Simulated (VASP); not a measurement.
# Ga: single point with r2SCAN

Crystal: Ga.

```
Ga
1.0
     2.74087    0.00000    0.00000
     0.00000    3.23726    0.00000
    -1.32527    0.00000    3.93634
Ga
2
Direct
  0.13460 0.75000 0.77017
  0.86540 0.25000 0.22983
```

```yaml
Program: VASP 6.6.1
Task: single point
Functional: r2SCAN
Potentials_or_basis: VASP PAW PBE potentials, release 64 (Ga_d)
Cutoff: 520 eV
k_mesh: 10 × 8 × 7
Occupations: fermi-dirac, width 0.05 eV
Spin: no spin polarisation
```

* Pressure: 2.6 GPa
* Largest force: 0.077 eV/Å
* Band gap on the k mesh: zero (band 13 reaches 10.62 eV, above the bottom of band 14 at 1.61 eV)

Forces in eV/Å, atoms in the order of the input:
```
Ga  -0.027  0.000 -0.072
Ga   0.027  0.000  0.072
```

Stress tensor (GPa, compression positive):
```
 3.54  0.00 -0.43
 0.00  1.76  0.00
-0.43  0.00  2.54
```

Levels at points of the mesh, in eV from the Fermi level:
| k point | band 10 | band 11 | band 12 | band 13 | band 14 | band 15 | band 16 | band 17 |
| --- | --- | --- | --- | --- | --- | --- | --- | --- |
| (0.00, 0.00, 0.00) | -15.22 | -12.35 | -2.45 | -1.27 | 1.86 | 6.06 | 9.97 | 11.19 |
| (0.50, 0.00, 0.00) | -15.25 | -6.71 | -5.77 | -1.69 | 0.43 | 6.67 | 7.17 | 9.39 |
| (0.00, 0.50, 0.00) | -15.29 | -8.46 | -8.46 | 1.74 | 1.74 | 3.03 | 3.03 | 12.58 |
| (0.50, 0.50, 0.00) | -15.25 | -3.14 | -3.14 | -1.84 | -1.84 | 2.25 | 2.25 | 5.01 |

It took 2.1 min on 1 thread of Intel(R) Xeon(R) 6975P-C (Granite Rapids) (shared host), peak memory 0.21 GiB.

Caveat: the PAW data sets were made with another functional, which shifts forces and pressure a little.
